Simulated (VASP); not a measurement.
Crystal: InGa3AsP.

```
CELL_PARAMETERS angstrom
6.25266 0.00000 0.00000
-3.12633 5.41496 0.00000
0.00000 0.00000 3.88664
ATOMIC_POSITIONS crystal
In 0.66667 0.33333 0.00000
Ga 0.67726 0.83863 0.50000
Ga 0.16137 0.83863 0.50000
Ga 0.16137 0.32274 0.50000
P 0.00000 0.00000 0.00000
As 0.33333 0.66667 0.00000
```

The cell was generated, and may not be a known phase.

```yaml
Program: VASP 6.6.1
Task: relaxation of cell and atoms
Functional: PBE
Potentials_or_basis: VASP PAW PBE potentials, release 64 (In_d, Ga_d, P, As)
Cutoff: 600 eV
k_mesh: 6 × 6 × 10
Occupations: gaussian, width 0.1 eV
Spin: no spin polarisation
```

At the start: pressure 0.4 GPa; volume 21.93 Å³/atom.

Problem. How do energy, volume and symmetry change on relaxing?

Solution. Over 8 steps the energy falls by 8.0 meV/atom and the volume is 22.36 Å³/atom (+1.9 %); space group P-6m2 (No. 187, to 0.1 Å) before and after.

Step by step:
| step | energy change (eV) | largest force (eV/Å) | pressure (GPa) | volume (Å³) |
| --- | --- | --- | --- | --- |
| 1 | 0.0000 | 0.0501 | 0.36 | 131.59 |
| 2 | -0.0259 | 0.0155 | 0.22 | 132.52 |
| 3 | -0.0466 | 0.0532 | -0.12 | 134.79 |
| 4 | -0.0475 | 0.0409 | -0.07 | 134.41 |
| 5 | -0.0475 | 0.0386 | -0.04 | 134.36 |
| 6 | -0.0478 | 0.0157 | 0.07 | 134.21 |
| 7 | -0.0478 | 0.0125 | 0.01 | 134.19 |
| 8 | -0.0479 | 0.0061 | 0.04 | 134.15 |

Final structure:
```cif
data_structure
_symmetry_space_group_name_H-M 'P 1'
_symmetry_Int_Tables_number 1
_cell_length_a 6.4173
_cell_length_b 6.4173
_cell_length_c 3.7614
_cell_angle_alpha 90.000
_cell_angle_beta 90.000
_cell_angle_gamma 120.000
_cell_volume 134.15
loop_
_atom_site_label
_atom_site_type_symbol
_atom_site_fract_x
_atom_site_fract_y
_atom_site_fract_z
_atom_site_occupancy
In1 In 0.66667 0.33333 0.00000 1
Ga1 Ga 0.67796 0.83898 0.50000 1
Ga2 Ga 0.16102 0.83898 0.50000 1
Ga3 Ga 0.16102 0.32204 0.50000 1
P1 P 0.00000 0.00000 0.00000 1
As1 As 0.33333 0.66667 0.00000 1
```
